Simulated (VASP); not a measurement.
Runs of VASP 6.6.1 on SnO2. The structure is that of space group Fm-3m (No. 225), or close to it. The cells are those of the table. 

```csv
task,level,potentials or basis,cell,cutoff (eV),smearing,gap on the mesh (eV),pressure (GPa),relaxed volume (Å³/atom)
single point,LDA,"VASP PAW LDA potentials, release 64 (Sn_d, O)","a = 3.564 Å, angles 60.0°, 3 atoms",520,fermi-dirac 0.02 eV,0.37,0.9,-
dielectric tensor,PBE,"VASP PAW PBE potentials, release 64 (Sn_d, O)","a = 3.583 Å, angles 60.0°, 3 atoms",520,gaussian 0.01 eV,0.28,-,-
single point,PBE,"VASP PAW PBE potentials, release 64 (Sn_d, O)","a = 3.637 Å, angles 60.0°, 3 atoms",520,fermi-dirac 0.02 eV,none,0.6,-
relaxation of cell and atoms,PBEsol,"VASP PAW PBE potentials, release 64 (Sn_d, O)","relaxed from a = 3.637 Å, angles 60.0°, 3 atoms",600,fermi-dirac 0.02 eV,0.08,0.0,(b)
single point,LDA,"VASP PAW LDA potentials, release 64 (Sn_d, O)","a = 3.583 Å, angles 60.0°, 3 atoms",520,gaussian 0.01 eV,0.21,-2.6,-
relaxation of cell and atoms,LDA,"VASP PAW LDA potentials, release 64 (Sn_d, O)","relaxed from a = 3.637 Å, angles 60.0°, 3 atoms",600,fermi-dirac 0.02 eV,0.35,0.0,10.70
single point,PBEsol,"VASP PAW PBE potentials, release 64 (Sn_d, O)","a = 3.595 Å, angles 60.0°, 3 atoms",520,fermi-dirac 0.02 eV,0.10,0.6,-
single point,PBE,"VASP PAW PBE potentials, release 64 (Sn_d, O)","a = 3.583 Å, angles 60.0°, 3 atoms",520,fermi-dirac 0.02 eV,0.28,10.0,-
single point,r2SCAN,"VASP PAW PBE potentials, release 64 (Sn_d, O)","a = 3.583 Å, angles 60.0°, 3 atoms",520,gaussian 0.01 eV,0.86,1.4,-
relaxation of cell and atoms,PBE,"VASP PAW PBE potentials, release 64 (Sn_d, O)","relaxed from a = 3.466 Å, angles 60.0°, 3 atoms",600,fermi-dirac 0.02 eV,none,0.0,(a)
single point,r2SCAN,"VASP PAW PBE potentials, release 64 (Sn_d, O)","a = 3.583 Å, angles 60.0°, 3 atoms",520,fermi-dirac 0.02 eV,0.86,1.4,-
```

Alike in all rows: no spin polarisation; k mesh 8 × 8 × 8.

Question: Fill in the values left out.

Answer: (a) 11.38; (b) 10.98.

Caveats: spin-orbit coupling is left out, which moves the levels of the heavy elements; the PAW data sets were made with another functional, which shifts forces and pressure a little (some runs); the gap is small at this level, which inflates the dielectric constant (some runs); the volume moved by over 15 % at a fixed basis, so the end points are rough (some runs).

A k mesh can miss the band edges, and the runs leave out spin-orbit coupling on Sn.

A gap of «none» marks levels without a gap at the run's occupations.
